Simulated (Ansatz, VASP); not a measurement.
**Bi in VASP and in Ansatz**

```xyz
1
Lattice="-1.9515 1.9515 1.9515 1.9515 -1.9515 1.9515 1.9515 1.9515 -1.9515" Properties=species:S:1:pos:R:3 pbc="T T T"
Bi    0.0000    0.0000    0.0000
```

Alike in both runs: task single point; functional revPBE; k mesh 12 × 12 × 12; occupations fermi-dirac, width 0.1 eV; no spin polarisation.

|  | VASP | Ansatz |
| --- | --- | --- |
| version | VASP 6.6.1 | Ansatz 0.2.0 |
| potentials or method | VASP PAW PBE potentials, release 64 (Bi_d), cutoff 520 eV | plane waves (420 eV) with PAW, scalar-relativistic |
| valence electrons in the cell | 15 | 15 |

VASP gave:

```
pressure (GPa) : 4.4
```

Q: Estimate Ansatz's values.

A: Pressure (GPa): 4.5.

VASP's potentials were made for PBE, not for revPBE.

Neither program's run includes spin-orbit coupling.
